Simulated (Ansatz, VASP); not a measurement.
## TiAl3 in VASP and in Ansatz

```xyz
4
Lattice="-1.8853 1.8853 4.2228 1.8853 -1.8853 4.2228 1.8853 1.8853 -4.2228" Properties=species:S:1:pos:R:3 pbc="T T T"
Ti    0.0000    0.0000    0.0000
Al    1.8853    0.0000    2.1114
Al    0.0000    1.8853    2.1114
Al    0.0000    0.0000    4.2228
```

Change from the starting cell: volume scaled by 0.96.

Alike in both runs: task single point; functional PBE; k mesh 10 × 10 × 10; occupations fermi-dirac, width 0.05 eV; no spin polarisation.

|  | VASP | Ansatz |
| --- | --- | --- |
| version | VASP 6.6.1 | Ansatz 0.2.0 |
| potentials or method | VASP PAW PBE potentials, release 64 (Ti_sv, Al), cutoff 520 eV | all-electron LAPW, scalar-relativistic |

VASP gave:

- gap on the k mesh at the Fermi level (eV): none
- pressure (GPa): 7.1
- traceless stress, the component that is largest in VASP (GPa): -0.25

**Question.** Which values does Ansatz return?

**Answer.** gap on the k mesh at the Fermi level (eV): none; pressure (GPa): 7.1; traceless stress, the component that is largest in VASP (GPa): -0.23.

A gap of «none» marks a metal or a gap that the smearing closes. Ansatz ran all-electron here, and VASP with PAW potentials.
